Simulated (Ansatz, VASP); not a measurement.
**One calculation of ZnS, two programs**

```
Zn S
1.0
     3.82270    0.00000    0.00000
    -1.91135    3.31056    0.00000
     0.00000    0.00000    6.19809
Zn S
2 2
Direct
  0.33333 0.66667 0.99916
  0.66667 0.33333 0.49916
  0.33333 0.66667 0.37564
  0.66667 0.33333 0.87564
```

Change from the starting cell: z stretched by -1 %, ions relaxed.

Alike in both runs: functional PBE; k mesh 13 × 13 × 7; occupations fermi-dirac, width 0.02 eV; no spin polarisation.

Ansatz relaxed the structure, and its values are those at the end. VASP's run is a single point on that final structure, the one shown.

```csv
,VASP,Ansatz
version,VASP 6.6.1,Ansatz 0.2.0
potentials or method,"VASP PAW PBE potentials, release 64 (Zn, S)","plane-wave PAW, scalar-relativistic"
plane-wave cutoff (eV),520,420
valence electrons in the cell,36,36
```

```tsv
	VASP	Ansatz	Ansatz less VASP
gap on the k mesh at the Fermi level (eV)	2.24	2.24	-0.005
pressure (GPa)	2.3	2.2	-0.16
```

Ansatz's warnings: stress scf threshold loose.
